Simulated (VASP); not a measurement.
# GaN (P6_3mc) in VASP: notebook

The runs below take GaN through single point, with PBE.

All numbers are computed with VASP 6.6.1; they aren't measurements. Logs are shortened: lines on timing, memory, paths and dates and some standing lists are left out, and cuts for length are marked.

## (1) The cell of the first run

Symmetry: P6_3mc, No. 186, hexagonal system. Conventional cell: a = 3.218 Å, b = 3.218 Å, c = 5.243 Å, α = 90.00°, β = 90.00°, γ = 120.00°. Ga (site symmetry 3m) has 4 N at 1.97 to 1.98 Å within 2.6 Å. N (site symmetry 3m) has 4 Ga at 1.97 to 1.98 Å within 2.6 Å.

## (2) Single point, PBE

The input, INCAR:

```
PREC = Accurate ; ENCUT = 520
EDIFF = 1E-6 ; ISMEAR = 0
SIGMA = 0.01 ; LREAL = F
LASPH = T ; NELM = 100
ALGO = Normal ; ISIF = 2
LWAVE = F ; LCHARG = F
GGA = PE ; NBANDS = 26
```

The input, KPOINTS:

```
Automatic mesh
0
Gamma
  12 12 6
```

The input, POSCAR:

```
GaN
1.0
    3.2183708173      0.0000000000      0.0000000000
   -1.6091854087      2.7871908866      0.0000000000
    0.0000000000      0.0000000000      5.2431684262
Ga N
2 2
Direct
    0.6666666667      0.3333333333      0.4991348648
    0.3333333333      0.6666666667      0.9991348648
    0.6666666667      0.3333333333      0.8758651352
    0.3333333333      0.6666666667      0.3758651352
```

Potentials or basis: VASP PAW PBE potentials, release 64 (Ga_d, N).

Command:

```
> cat potpaw_PBE.64/Ga_d/POTCAR potpaw_PBE.64/N/POTCAR > POTCAR
> mpirun -np 1 vasp_std > vasp.out
```

OUTCAR:

```text
PREC = Accurate
   ENCUT = 520
   EDIFF = 1E-6
   ISMEAR = 0
   LREAL = F
   LASPH = T
   NELM = 100
   ISIF = 2
   GGA = PE

 ion  position               nearest neighbor table
   1  0.667  0.333  0.499-   4 1.97   4 1.97   4 1.97   3 1.98
   2  0.333  0.667  0.999-   3 1.97   3 1.97   3 1.97   4 1.98
   3  0.667  0.333  0.876-   2 1.97   2 1.97   2 1.97   1 1.98
   4  0.333  0.667  0.376-   1 1.97   1 1.97   1 1.97   2 1.98

  LATTYP: Found a hexagonal cell.
 ALAT       =     3.2183708173
 C/A-ratio  =     1.6291374499

  Lattice vectors:

 A1 = (   3.2183708173,   0.0000000000,   0.0000000000)
 A2 = (  -1.6091854087,   2.7871908866,   0.0000000000)
 A3 = (   0.0000000000,   0.0000000000,   5.2431684262)

Analysis of symmetry for initial positions (statically):
=====================================================================
 Subroutine PRICEL returns:
 Original cell was already a primitive cell.

 Routine SETGRP: Setting up the symmetry group for a
 hexagonal supercell.

 Subroutine GETGRP returns: Found 12 space group operations
 (whereof  6 operations were pure point group operations)
 out of a pool of 24 trial point group operations.

The static configuration has the point symmetry C_3v.
 The point group associated with its full space group is C_6v.

Analysis of symmetry for dynamics (positions and initial velocities):
=====================================================================
 Subroutine PRICEL returns:
 Original cell was already a primitive cell.

 Routine SETGRP: Setting up the symmetry group for a
 hexagonal supercell.

 Subroutine GETGRP returns: Found 12 space group operations
 (whereof  6 operations were pure point group operations)
 out of a pool of 24 trial point group operations.

The dynamic configuration has the point symmetry C_3v.
 The point group associated with its full space group is C_6v.

 Subroutine INISYM returns: Found 12 space group operations
 (whereof  6 operations are pure point group operations),
 and found     1 'primitive' translations

----------------------------------------------------------------------------------------

                                     Primitive cell

  volume of cell :      47.0323

  direct lattice vectors                    reciprocal lattice vectors
     3.218370817  0.000000000  0.000000000     0.310716215  0.179392091  0.000000000
    -1.609185409  2.787190887  0.000000000     0.000000000  0.358784181  0.000000000
     0.000000000  0.000000000  5.243168426     0.000000000  0.000000000  0.190724371

  length of vectors
     3.218370817  3.218370817  5.243168426     0.358784181  0.358784181  0.190724371

  position of ions in fractional coordinates (direct lattice)
     0.666666667  0.333333333  0.499134865
     0.333333333  0.666666667  0.999134865
     0.666666667  0.333333333  0.875865135
     0.333333333  0.666666667  0.375865135

  ion indices of the primitive-cell ions
   primitive index   ion index
                 1           1
                 2           2
                 3           3
                 4           4

----------------------------------------------------------------------------------------

 KPOINTS: Automatic mesh

Automatic generation of k-mesh.
 Grid dimensions read from file:
 generate k-points for:   12   12    6

 Generating k-lattice:

  Cartesian coordinates                     Fractional coordinates (reciprocal lattice)
     0.025893018  0.014949341  0.000000000     0.083333333  0.000000000  0.000000000
     0.000000000  0.029898682  0.000000000     0.000000000  0.083333333  0.000000000
     0.000000000  0.000000000  0.031787395     0.000000000  0.000000000  0.166666667

  Length of vectors
     0.029898682  0.029898682  0.031787395

  Shift w.r.t. Gamma in fractional coordinates (k-lattice)
     0.000000000  0.000000000  0.000000000

 Subroutine IBZKPT returns following result:
 ===========================================

 Found     76 irreducible k-points:

 Following reciprocal coordinates:
            Coordinates               Weight
  0.000000  0.000000  0.000000      1.000000
  0.083333  0.000000  0.000000      6.000000
  0.166667  0.000000  0.000000      6.000000
  0.250000  0.000000  0.000000      6.000000
  0.333333  0.000000  0.000000      6.000000
  0.416667  0.000000  0.000000      6.000000
[... 16 lines left out ...]
  0.250000  0.000000  0.166667     12.000000
  0.333333  0.000000  0.166667     12.000000
 [... further k-points ...]
   k-points           NKPTS =     76   k-points in BZ     NKDIM =     76   number of bands    NBANDS=     26
   number of dos      NEDOS =    301   number of ions     NIONS =      4
   total plane-waves  NPLWV =  23040
   dimension x,y,z NGX =    24 NGY =   24 NGZ =   40
   dimension x,y,z NGXF=    48 NGYF=   48 NGZF=   80
   ions per type =               2   2
   NGX,Y,Z   is equivalent  to a cutoff of  12.40, 12.40, 12.68 a.u.
   NGXF,Y,Z  is equivalent  to a cutoff of  24.79, 24.79, 25.37 a.u.
 SYSTEM =  unknown system
   PREC   = accura    normal or accurate (medium, high low for compatibility)
   ISTART =      0    job   : 0-new  1-cont  2-samecut
   ICHARG =      2    charge: 1-file 2-atom 10-const
   ISPIN  =      1    spin polarized calculation?
   LNONCOLLINEAR =      F non collinear calculations
   LSORBIT =      F    spin-orbit coupling
   LASPH  =      T    aspherical Exc in radial PAW
   ENCUT  =  520.0 eV  38.22 Ry    6.18 a.u.   5.98  5.98  9.75*2*pi/ulx,y,z
   NELM   =    100;   NELMIN=  2; NELMDL= -5     # of ELM steps
   EDIFF  = 0.1E-05   stopping-criterion for ELM
   LREAL  =      F    real-space projection
   EDIFFG = 0.1E-04   stopping-criterion for IOM
   NSW    =      0    number of steps for IOM
   IBRION =     -1    ionic relax: 0-MD 1-quasi-New 2-CG
   NFREE  =      0    steps in history (QN), initial steepest desc. (CG)
   ISIF   =      2    stress and relaxation
   ISYM   =      2    0-nonsym 1-usesym 2-fastsym
   POTIM  = 0.5000    time-step for ionic-motion
   TEBEG  =    0.0;   TEEND  =   0.0 temperature during run
   PSTRESS=    0.0 pullay stress
   NELECT =      36.0000    total number of electrons
   NUPDOWN=      -1.0000    fix difference up-down
   EMIN   =  10.00;   EMAX   =-10.00  energy-range for DOS
   EFERMI =   0.00;   METHOD = LEGACY
   ISMEAR =     0;   SIGMA  =   0.01  broadening in eV -4-tet -1-fermi 0-gaus
   EFERMI_NEDOS =   21; number of points for ismear=-14 and -15
   IALGO  =     38    algorithm
   IMIX   =      4    mixing-type and parameters
     AMIX     =   0.40;   BMIX     =  1.00
     AMIX_MAG =   1.60;   BMIX_MAG =  1.00
  volume/ion in A,a.u.               =      11.76        79.35
  Fermi-wavevector in a.u.,A,eV,Ry     =   1.497534  2.829930 30.512550  2.242609
  Thomas-Fermi vector in A             =   2.609410
   LORBIT       =      0    0 simple, 1 ext, 2 COOP (PROOUT), +10 PAW based schemes
   GGA     = PE    functional components
   LHFCALC =     F    Hartree Fock is set to
   AEXX    =    0.0000 exact exchange contribution
   IVDW    =     0    specifies the selected vdW correction
   LEPSILON=     F    determine dielectric tensor
   LRPA    =     F    only Hartree local field effects (RPA)
 non-spin polarized calculation
 Gauss-broadening in eV      SIGMA  =   0.01
  energy-cutoff  :      520.00
  volume of cell :       47.03
 maximum number of plane-waves:      1290
 NGX is ok and might be reduce to    24
   NGX = 11   NGY = 11   NGZ = 19

 number of electron      35.9999957 magnetization

 Free energy of the ion-electron system (eV)
  ---------------------------------------------------
  ext. energy  EPLUGINS =         0.00000000
  ---------------------------------------------------
  free energy    TOTEN  =       -24.32786859 eV

  energy without entropy =      -24.32786859  energy(sigma->0) =      -24.32786859

 E-fermi :   5.0703     XC(G=0): -11.5151

 val. band max:        5.0086713043   @ k =   0.0000   0.0000   0.0000
 cond. band min:       6.7245687346   @ k =   0.0000   0.0000   0.0000
 fundamental gap:      1.7158974303
 Fermi energy:         5.0703447944

 k-point     1 :       0.0000    0.0000    0.0000
  band No.  band energies     occupation
      1     -10.7266      2.00000
      2      -9.9034      2.00000
      3      -8.4117      2.00000
      4      -8.3974      2.00000
      5      -8.3974      2.00000
      6      -8.3416      2.00000
[... 18 lines left out ...]
     25      16.4967      0.00000
     26      16.4967      0.00000

 k-point     2 :       0.0833    0.0000    0.0000
  band No.  band energies     occupation
      1     -10.6623      2.00000
      2      -9.8876      2.00000
      3      -8.4058      2.00000
      4      -8.3881      2.00000
      5      -8.3737      2.00000
      6      -8.3344      2.00000
[... 18 lines left out ...]
     25      16.1517      0.00000
     26      16.6458      0.00000

 k-point     3 :       0.1667    0.0000    0.0000
  band No.  band energies     occupation
      1     -10.4885      2.00000
      2      -9.8492      2.00000
      3      -8.3835      2.00000
      4      -8.3655      2.00000
      5      -8.3201      2.00000
      6      -8.2947      2.00000
[... 18 lines left out ...]
     25      16.1661      0.00000
     26      16.9982      0.00000

 k-point     4 :       0.2500    0.0000    0.0000
  band No.  band energies     occupation
      1     -10.2634      2.00000
      2      -9.8076      2.00000
      3      -8.3604      2.00000
      4      -8.3432      2.00000
      5      -8.2816      2.00000
      6      -8.2482      2.00000
[... 18 lines left out ...]
     25      16.2716      0.00000
     26      17.4684      0.00000
[... 496 lines left out ...]
      1     -10.4234      2.00000
      2      -9.8661      2.00000
      3      -8.3800      2.00000
      4      -8.3624      2.00000
      5      -8.3246      2.00000
      6      -8.3010      2.00000
[... 18 lines left out ...]
     25      15.7800      0.00000
     26      16.7994      0.00000

 k-point    23 :       0.2500    0.0000    0.1667
  band No.  band energies     occupation
      1     -10.2121      2.00000
      2      -9.8170      2.00000
      3      -8.3606      2.00000
      4      -8.3373      2.00000
      5      -8.2937      2.00000
      6      -8.2549      2.00000
[... 18 lines left out ...]
     25      15.9153      0.00000
     26      17.3064      0.00000

 k-point    24 :       0.3333    0.0000    0.1667
  band No.  band energies     occupation
      1     -10.0303      2.00000
      2      -9.7810      2.00000
      3      -8.3521      2.00000
      4      -8.3228      2.00000
      5      -8.2688      2.00000
      6      -8.2107      2.00000
[... 18 lines left out ...]
     25      16.1692      0.00000
     26      17.8813      0.00000

 [... further k-points ...]
[... 5 lines left out ...]
  --------------------------------------------------------------------------------------
  -------------------------------------------------------------------------------------
  Total        0.0361497      0.0361497      0.0455542     -0.0000000     -0.0000000      0.0000000
  in kB        1.2314548      1.2314548      1.5518226     -0.0000000     -0.0000000      0.0000000
  external PRESSURE =       1.3382441 kB  Pullay stress =       0.0000000 kB

 VOLUME and BASIS-vectors are now :
 -----------------------------------------------------------------------------
  energy-cutoff  :      520.00
  volume of cell :       47.03
      direct lattice vectors                 reciprocal lattice vectors
     3.218370817  0.000000000  0.000000000     0.310716215  0.179392091  0.000000000
    -1.609185409  2.787190887  0.000000000     0.000000000  0.358784181  0.000000000
     0.000000000  0.000000000  5.243168426     0.000000000  0.000000000  0.190724371

 POSITION                                       TOTAL-FORCE (eV/Angst)
 -----------------------------------------------------------------------------------
      1.60919      0.92906      2.61705        -0.000000      0.000000     -0.000120
     -0.00000      1.85813      5.23863         0.000000     -0.000000     -0.000120
      1.60919      0.92906      4.59231        -0.000000      0.000000      0.000120
     -0.00000      1.85813      1.97072        -0.000000     -0.000000      0.000120
 -----------------------------------------------------------------------------------
    total drift:                               -0.000001     -0.000001     -0.001211

  FREE ENERGIE OF THE ION-ELECTRON SYSTEM (eV)
  ---------------------------------------------------
  free  energy   TOTEN  =       -24.3278685904 eV

  energy  without entropy=      -24.3278685904  energy(sigma->0) =      -24.32786859
```

Run time: 94 s. Hardware: 1 thread of AMD EPYC 7R43 (Zen 3), shared host; peak memory 0.17 GiB.

What came out:

| Item | Value |
| --- | --- |
| Free energy | -24.3279 eV |
| Pressure | 0.1 GPa |
| Band gap on the k mesh | 1.72 eV, direct |

Levels at points of the mesh, in eV from the valence-band top:
```tsv
k point	band 14	band 15	band 16	band 17	band 18	band 19	band 20	band 21	band 22	band 23
(0.00, 0.00, 0.00)	-1.00	-1.00	-0.04	0.00	0.00	1.72	4.07	9.02	9.73	9.73
(0.50, 0.00, 0.00)	-5.19	-4.07	-2.64	-2.11	-0.96	4.98	5.37	5.98	8.35	10.17
(0.00, 0.00, 0.50)	-3.79	-0.51	-0.51	-0.51	-0.51	4.06	4.06	8.31	8.31	10.24
(0.50, 0.00, 0.50)	-6.44	-1.87	-1.87	-1.83	-1.83	4.31	4.31	7.58	7.58	9.80
```

(Part 1 of 2 ends here.)
